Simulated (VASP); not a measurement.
# Be (P1) in VASP: further runs

Be is run at these levels: LDA; tasks: single point.

All numbers are computed with VASP 6.6.1; they aren't measurements. Logs are shortened: lines on timing, memory, paths and dates and some standing lists are left out, and cuts for length are marked.

## 1. The cell of the first run

The typed cell holds 4 atoms: a = 3.747 Å, b = 3.747 Å, c = 2.281 Å, α = 90.00°, β = 90.00°, γ = 90.00°.

## 2. Single point, LDA

Input file INCAR:

```
PREC = Accurate
ENCUT = 600
EDIFF = 1E-6
ISMEAR = -1
SIGMA = 0.1
LREAL = F
LASPH = T
NELM = 120
ALGO = Normal
ISIF = 2
LWAVE = F
LCHARG = F
NBANDS = 12
GGA_COMPAT = F
```

Input file KPOINTS:

```
regular mesh
0
Gamma
  4 4 6
```

Input file POSCAR:

```
Be
1.0
    3.7468100000      0.0000000000      0.0000000000
    0.0000000000      3.7468100000      0.0000000000
    0.0000000000      0.0000000000      2.2812800000
Be
4
Direct
    0.3088791731      0.2641851932     -0.0017087240
    0.6927301597      0.7344196685      0.0069560726
    0.1884836811      0.7664148911      0.5120611398
    0.8099069620      0.2349802918      0.4826918639
```

Potentials or basis: VASP PAW LDA potentials, release 64 (Be).

On the command line:

```console
$ cat potpaw_LDA.64/Be/POTCAR > POTCAR
$ mpirun -np 1 vasp_std > vasp.out
```

OUTCAR:

```text
PREC = Accurate
   ENCUT = 600
   EDIFF = 1E-6
   ISMEAR = -1
   LREAL = F
   LASPH = T
   NELM = 120
   ISIF = 2

 ion  position               nearest neighbor table
   1  0.309  0.264  0.998-   4 2.17   4 2.18   4 2.21   3 2.22   4 2.22   3 2.23   3 2.25   3 2.26
                             2 2.27
   2  0.693  0.734  0.007-   3 2.18   3 2.19   3 2.20   4 2.21   4 2.21   3 2.22   4 2.26   4 2.27
                             1 2.27
   3  0.188  0.766  0.512-   2 2.18   2 2.19   2 2.20   2 2.22   1 2.22   1 2.23   1 2.25   4 2.26
                             1 2.26
   4  0.810  0.235  0.483-   1 2.17   1 2.18   2 2.21   2 2.21   1 2.21   1 2.22   3 2.26   2 2.26
                             2 2.27

  LATTYP: Found a simple tetragonal cell.
 ALAT       =     3.7468100000
 C/A-ratio  =     0.6088592696

  Lattice vectors:

 A1 = (   3.7468100000,   0.0000000000,   0.0000000000)
 A2 = (   0.0000000000,   3.7468100000,   0.0000000000)
 A3 = (   0.0000000000,   0.0000000000,   2.2812800000)

Analysis of symmetry for initial positions (statically):
=====================================================================
 Subroutine PRICEL returns:
 Original cell was already a primitive cell.

 Routine SETGRP: Setting up the symmetry group for a
 simple tetragonal supercell.

 Subroutine GETGRP returns: Found  1 space group operations
 (whereof  1 operations were pure point group operations)
 out of a pool of 16 trial point group operations.

The static configuration has the point symmetry C_1 .

Analysis of symmetry for dynamics (positions and initial velocities):
=====================================================================
 Subroutine PRICEL returns:
 Original cell was already a primitive cell.

 Routine SETGRP: Setting up the symmetry group for a
 simple tetragonal supercell.

 Subroutine GETGRP returns: Found  1 space group operations
 (whereof  1 operations were pure point group operations)
 out of a pool of 16 trial point group operations.

The dynamic configuration has the point symmetry C_1 .

 Subroutine INISYM returns: Found  1 space group operations
 (whereof  1 operations are pure point group operations),
 and found     1 'primitive' translations

----------------------------------------------------------------------------------------

                                     Primitive cell

  volume of cell :      32.0259

  direct lattice vectors                    reciprocal lattice vectors
     3.746810000  0.000000000  0.000000000     0.266893704  0.000000000  0.000000000
     0.000000000  3.746810000  0.000000000     0.000000000  0.266893704  0.000000000
     0.000000000  0.000000000  2.281280000     0.000000000  0.000000000  0.438350400

[... 98 lines left out ...]
   NELECT =       8.0000    total number of electrons
   NUPDOWN=      -1.0000    fix difference up-down
   EMIN   =  10.00;   EMAX   =-10.00  energy-range for DOS
   EFERMI =   0.00;   METHOD = LEGACY
   ISMEAR =    -1;   SIGMA  =   0.10  broadening in eV -4-tet -1-fermi 0-gaus
   EFERMI_NEDOS =   21; number of points for ismear=-14 and -15
   IALGO  =     38    algorithm
   IMIX   =      4    mixing-type and parameters
     AMIX     =   0.40;   BMIX     =  1.00
     AMIX_MAG =   1.60;   BMIX_MAG =  1.00
  volume/ion in A,a.u.               =       8.01        54.03
  Fermi-wavevector in a.u.,A,eV,Ry     =   1.031029  1.948362 14.463274  1.063021
  Thomas-Fermi vector in A             =   2.165157
   LORBIT       =      0    0 simple, 1 ext, 2 COOP (PROOUT), +10 PAW based schemes
   GGA     = CA    functional components
   LHFCALC =     F    Hartree Fock is set to
   AEXX    =    0.0000 exact exchange contribution
   IVDW    =     0    specifies the selected vdW correction
   LEPSILON=     F    determine dielectric tensor
   LRPA    =     F    only Hartree local field effects (RPA)
 non-spin polarized calculation
  energy-cutoff  :      600.00
  volume of cell :       32.03
 maximum number of plane-waves:      1089
 NGX is ok and might be reduce to    30
   NGX = 15   NGY = 15   NGZ =  9

 number of electron       8.0000000 magnetization

 Free energy of the ion-electron system (eV)
  ---------------------------------------------------
  ext. energy  EPLUGINS =         0.00000000
  ---------------------------------------------------
  free energy    TOTEN  =       -16.57787274 eV

  energy without entropy =      -16.55993166  energy(sigma->0) =      -16.56890220

 E-fermi :   6.6425     XC(G=0): -10.5811

 val. band max:        6.5620541662   @ k =   0.0000   0.0000   0.0000
 cond. band min:       6.7550072884   @ k =   0.0000   0.0000   0.3333
 fundamental gap:      0.1929531221
 Fermi energy:         6.6424932487

 k-point     1 :       0.0000    0.0000    0.0000
  band No.  band energies     occupation
      1      -4.4635      2.00000
      2       1.6729      2.00000
      3       2.0295      2.00000
      4       5.1011      2.00000
      5       6.5621      1.38183
      6      10.3513      0.00000
      7      11.7532      0.00000
      8      14.2347      0.00000
      9      15.6416      0.00000
     10      17.2306      0.00000
     11      22.0154      0.00000
     12      22.5298      0.00000
[... 331 lines left out ...]
 k-point    24 :       0.5000   -0.2500    0.1667
  band No.  band energies     occupation
      1      -1.4706      2.00000
      2      -1.4244      2.00000
      3       2.4532      2.00000
      4       2.5141      2.00000
      5      10.9175      0.00000
      6      10.9776      0.00000
      7      14.6339      0.00000
      8      14.7558      0.00000
      9      16.3551      0.00000
     10      16.4721      0.00000
     11      19.4802      0.00000
     12      19.5828      0.00000

 [... further k-points ...]
[... 5 lines left out ...]
  --------------------------------------------------------------------------------------
  -------------------------------------------------------------------------------------
  Total        0.2518267     -3.8664117      0.1090634      0.0281908     -0.0228955      0.1099043
  in kB       12.5982542   -193.4268420      5.4561673      1.4103129     -1.1454044      5.4982364
  external PRESSURE =     -58.4574735 kB  Pullay stress =       0.0000000 kB

 VOLUME and BASIS-vectors are now :
 -----------------------------------------------------------------------------
  energy-cutoff  :      600.00
  volume of cell :       32.03
      direct lattice vectors                 reciprocal lattice vectors
     3.746810000  0.000000000  0.000000000     0.266893704  0.000000000  0.000000000
     0.000000000  3.746810000  0.000000000     0.000000000  0.266893704  0.000000000
     0.000000000  0.000000000  2.281280000     0.000000000  0.000000000  0.438350400

 POSITION                                       TOTAL-FORCE (eV/Angst)
 -----------------------------------------------------------------------------------
      1.15731      0.98985      2.27738         0.220745      0.056605     -0.003833
      2.59553      2.75173      0.01587        -0.299750     -0.010257     -0.146125
      0.70621      2.87161      1.16815        -0.086858     -0.028601     -0.196147
      3.03457      0.88043      1.10116         0.165863     -0.017747      0.346105
 -----------------------------------------------------------------------------------
    total drift:                                0.000004     -0.000002      0.000000

  FREE ENERGIE OF THE ION-ELECTRON SYSTEM (eV)
  ---------------------------------------------------
  free  energy   TOTEN  =       -16.5778727423 eV

  energy  without entropy=      -16.5599316630  energy(sigma->0) =      -16.56890220
```

OSZICAR:

```text
N       E                     dE             d eps       ncg     rms          rms(c)
DAV:   1    -0.107631905499E+01   -0.10763E+01   -0.36577E+03  1248   0.627E+02
DAV:   2    -0.162959767942E+02   -0.15220E+02   -0.14475E+02  1564   0.942E+01
DAV:   3    -0.166689859160E+02   -0.37301E+00   -0.37002E+00  1716   0.110E+01
DAV:   4    -0.166698045954E+02   -0.81868E-03   -0.81822E-03  1492   0.510E-01
DAV:   5    -0.166698057865E+02   -0.11910E-05   -0.11919E-05  1600   0.226E-02    0.167E+00
DAV:   6    -0.166068612107E+02    0.62945E-01   -0.60410E-03  1480   0.459E-01    0.100E+00
DAV:   7    -0.165779158832E+02    0.28945E-01   -0.87162E-03  1424   0.569E-01    0.521E-02
DAV:   8    -0.165778759491E+02    0.39934E-04   -0.27769E-04  1588   0.927E-02    0.119E-02
DAV:   9    -0.165778730108E+02    0.29383E-05   -0.84289E-06  1512   0.181E-02    0.280E-03
DAV:  10    -0.165778727423E+02    0.26855E-06   -0.25759E-07   972   0.331E-03
   1 F= -.16577873E+02 E0= -.16568902E+02  d E =-.179411E-01
```

stdout:

```text
POSCAR found type information on POSCAR Be
 POSCAR found :  1 types and       4 ions
 scaLAPACK will be used
 LDA part: xc-table for (Slater(with rela. corr.)+CA(PZ))
 , standard interpolation
 POSCAR, INCAR and KPOINTS ok, starting setup
 FFT: planning ... GRIDC
 FFT: planning ... GRID_SOFT
 FFT: planning ... GRID
 WAVECAR not read
 entering main loop
```

Run time: 26 s. Hardware: 1 thread of Intel Xeon 8259CL, shared host; peak memory 0.14 GiB.

What came out:

```yaml
Free_energy: -16.5779 eV
Pressure: -5.8 GPa
Largest_force: 0.384 eV/Å
Band_gap_on_the_k_mesh: zero (band 4 reaches 7.55 eV, above the bottom of band 5 at 6.42 eV)
```

Forces in eV/Å, atoms in the order of the input:
```
Be   0.221  0.057 -0.004
Be  -0.300 -0.010 -0.146
Be  -0.087 -0.029 -0.196
Be   0.166 -0.018  0.346
```

Stress tensor (GPa, compression positive):
```
  1.26   0.14   0.55
  0.14 -19.34  -0.11
  0.55  -0.11   0.55
```

Caveat: the k points lie up to 0.46 Å⁻¹ apart.

## 3. Single point, LDA

Input file INCAR:

```
  PREC = Accurate
  ENCUT = 600
  EDIFF = 1E-6
  ISMEAR = -1
  SIGMA = 0.1
  LREAL = False
  LASPH = True
  NELM = 120
  ALGO = Normal
  ISIF = 2
  LWAVE = False
  LCHARG = False
  GGA = CA
  NBANDS = 12
  GGA_COMPAT = False
```

Input file KPOINTS:

```
Automatic mesh
0
Gamma
  4 4 6
```

Input file POSCAR:

```
Be
1.0
    3.7468100000      0.0000000000      0.0000000000
    0.0000000000      3.7468100000      0.0000000000
    0.0000000000      0.0000000000      2.2812800000
Be
4
Direct
    0.3123970272      0.2608961598      0.0044975753
    0.6910788808      0.7373234551      0.0107361144
    0.1844614441      0.7665829401      0.5019229254
    0.8120626219      0.2351974953      0.4828437911
```

Potentials or basis: VASP PAW LDA potentials, release 64 (Be).

On the command line:

```console
$ cat potpaw_LDA.64/Be/POTCAR > POTCAR
$ mpirun -np 1 vasp_std > vasp.out
```

It took 27 s on 1 thread of Intel Xeon 8259CL, shared host; peak memory 0.13 GiB.

The run converged. Its results:

| Item | Value |
| --- | --- |
| Free energy | -16.5819 eV |
| Pressure | -5.9 GPa |
| Largest force | 0.429 eV/Å |
| Band gap on the k mesh | zero (band 4 reaches 7.56 eV, above the bottom of band 5 at 6.39 eV) |

Forces on the atoms (eV/Å):
```
Be   0.161  0.101 -0.164
Be  -0.333 -0.046 -0.266
Be   0.006 -0.114  0.042
Be   0.166  0.059  0.388
```

Stress tensor (GPa, compression positive):
```
  2.27   0.26   0.43
  0.26 -20.30  -0.03
  0.43  -0.03   0.46
```

Levels at points of the mesh, in eV from the Fermi level:
| k point | band 1 | band 2 | band 3 | band 4 | band 5 | band 6 | band 7 | band 8 | band 9 |
| --- | --- | --- | --- | --- | --- | --- | --- | --- | --- |
| (0.00, 0.00, 0.00) | -11.12 | -4.98 | -4.60 | -1.65 | -0.06 | 3.72 | 5.24 | 7.48 | 8.99 |
| (0.50, 0.00, 0.00) | -9.21 | -9.16 | -2.49 | -2.39 | 0.78 | 0.84 | 9.19 | 9.39 | 11.28 |
| (0.00, 0.50, 0.00) | -9.21 | -9.15 | -2.97 | -2.91 | 1.94 | 1.96 | 8.52 | 8.78 | 11.20 |
| (0.50, 0.50, 0.00) | -7.27 | -7.19 | -7.18 | -7.13 | 8.20 | 8.41 | 8.65 | 8.79 | 12.61 |
| (0.00, 0.00, 0.50) | -5.89 | -5.79 | 0.83 | 0.91 | 1.71 | 2.05 | 2.14 | 2.49 | 6.99 |
| (0.50, 0.00, 0.50) | -4.75 | -4.63 | -3.39 | -3.20 | 3.40 | 3.64 | 5.45 | 5.74 | 6.16 |
| (0.00, 0.50, 0.50) | -4.22 | -4.12 | -3.91 | -3.80 | 3.74 | 3.88 | 4.25 | 4.40 | 7.68 |
| (0.50, 0.50, 0.50) | -3.79 | -3.76 | -3.65 | -3.61 | 1.72 | 1.74 | 1.84 | 1.85 | 12.43 |

Caveat: the k points lie up to 0.46 Å⁻¹ apart.

## 4. Single point, LDA

Input file INCAR:

```
SYSTEM = Be
PREC     = Accurate       ! precision mode
ENCUT    = 600            ! plane-wave cutoff, eV
EDIFF    = 1E-6           ! SCF threshold, eV
ISMEAR   = -1             ! smearing method
SIGMA    = 0.1            ! smearing width, eV
LREAL    = .False.        ! projectors in reciprocal space
LASPH    = .True.         ! aspherical terms in the spheres
NELM     = 120            ! most SCF steps
ALGO     = Normal         ! electronic algorithm
ISIF     = 2              ! what is computed and relaxed
LWAVE    = .False.        ! write WAVECAR
LCHARG   = .False.        ! write CHGCAR
NBANDS   = 12             ! bands
GGA_COMPAT= .False.
```

Input file KPOINTS:

```
regular mesh
0
Gamma
  4 4 6
  0 0 0
```

Input file POSCAR:

```
Be
1.0
    3.7468100000      0.0000000000      0.0000000000
    0.0000000000      3.7468100000      0.0000000000
    0.0000000000      0.0000000000      2.2812800000
Be
4
Direct
    0.3160993575      0.2577224353      0.0103976934
    0.6890473317      0.7401748569      0.0140171797
    0.1804450550      0.7666214166      0.4918622310
    0.8144082284      0.2354813470      0.4837233548
```

Potentials or basis: VASP PAW LDA potentials, release 64 (Be).

On the command line:

```console
$ cat potpaw_LDA.64/Be/POTCAR > POTCAR
$ mpirun -np 1 vasp_std > vasp.out
```

OUTCAR:

```text
SYSTEM = Be
   PREC = Accurate
   ENCUT = 600
   EDIFF = 1E-6
   ISMEAR = -1
   LREAL = .False.
   LASPH = .True.
   NELM = 120
   ISIF = 2

 ion  position               nearest neighbor table
   1  0.316  0.258  0.010-   4 2.16   4 2.17   3 2.20   4 2.22   4 2.23   3 2.25   3 2.26   2 2.28
                             3 2.30
   2  0.689  0.740  0.014-   3 2.14   4 2.19   3 2.20   3 2.20   4 2.22   3 2.25   4 2.26   1 2.28
                             4 2.29
   3  0.180  0.767  0.492-   2 2.14   2 2.20   2 2.20   1 2.20   4 2.23   1 2.25   2 2.25   1 2.26
                             1 2.30
   4  0.814  0.235  0.484-   1 2.16   1 2.17   2 2.19   1 2.22   2 2.22   3 2.23   1 2.23   2 2.26
                             2 2.29

[... 562 lines left out ...]
  -------------------------------------------------------------------------------------
  Total        0.6879256     -4.2271273      0.0697041      0.0670420     -0.0031515      0.0683588
  in kB       34.4151843   -211.4725373      3.4871197      3.3539440     -0.1576614      3.4198187
  external PRESSURE =     -57.8567444 kB  Pullay stress =       0.0000000 kB

 VOLUME and BASIS-vectors are now :
 -----------------------------------------------------------------------------
  energy-cutoff  :      600.00
  volume of cell :       32.03
      direct lattice vectors                 reciprocal lattice vectors
     3.746810000  0.000000000  0.000000000     0.266893704  0.000000000  0.000000000
     0.000000000  3.746810000  0.000000000     0.000000000  0.266893704  0.000000000
     0.000000000  0.000000000  2.281280000     0.000000000  0.000000000  0.438350400

 POSITION                                       TOTAL-FORCE (eV/Angst)
 -----------------------------------------------------------------------------------
      1.18436      0.96564      0.02372         0.099136      0.140232     -0.308494
      2.58173      2.77329      0.03198        -0.354324     -0.079543     -0.371698
      0.67609      2.87238      1.12208         0.091519     -0.192216      0.267189
      3.05143      0.88230      1.10351         0.163669      0.131527      0.413004
 -----------------------------------------------------------------------------------
    total drift:                                0.000000     -0.000018      0.000006

  FREE ENERGIE OF THE ION-ELECTRON SYSTEM (eV)
  ---------------------------------------------------
  free  energy   TOTEN  =       -16.5767040336 eV

  energy  without entropy=      -16.5593424047  energy(sigma->0) =      -16.56802322
```

OSZICAR:

```text
N       E                     dE             d eps       ncg     rms          rms(c)
DAV:   1    -0.110931147581E+01   -0.11093E+01   -0.36567E+03  1248   0.627E+02
DAV:   2    -0.163038950016E+02   -0.15195E+02   -0.14458E+02  1564   0.943E+01
DAV:   3    -0.166751427016E+02   -0.37125E+00   -0.36861E+00  1696   0.110E+01
DAV:   4    -0.166759500034E+02   -0.80730E-03   -0.80680E-03  1488   0.516E-01
DAV:   5    -0.166759511509E+02   -0.11475E-05   -0.11478E-05  1632   0.227E-02    0.170E+00
DAV:   6    -0.166068439719E+02    0.69107E-01   -0.16727E-02  1508   0.594E-01    0.102E+00
DAV:   7    -0.165772268055E+02    0.29617E-01   -0.13559E-02  1500   0.617E-01    0.159E-01
DAV:   8    -0.165767070143E+02    0.51979E-03   -0.11038E-03  1512   0.178E-01    0.160E-02
DAV:   9    -0.165767047847E+02    0.22296E-05   -0.25494E-05  1600   0.307E-02    0.448E-03
DAV:  10    -0.165767040336E+02    0.75104E-06   -0.13645E-06  1120   0.630E-03
   1 F= -.16576704E+02 E0= -.16568023E+02  d E =-.173616E-01
```

Run time: 23 s. Hardware: 1 thread of Intel Xeon 8259CL, shared host; peak memory 0.14 GiB.

What came out:

```
Free energy            : -16.5767 eV
Pressure               : -5.8 GPa
Largest force          : 0.520 eV/Å
Band gap on the k mesh : zero (band 4 reaches 7.58 eV, above the bottom of band 5 at 6.36 eV)
```

Forces on the atoms (eV/Å):
```
Be   0.099  0.140 -0.308
Be  -0.354 -0.080 -0.372
Be   0.092 -0.192  0.267
Be   0.164  0.132  0.413
```

Stress tensor (GPa, compression positive):
```
  3.44   0.34   0.34
  0.34 -21.15  -0.02
  0.34  -0.02   0.35
```

Caveat: the k points lie up to 0.46 Å⁻¹ apart.
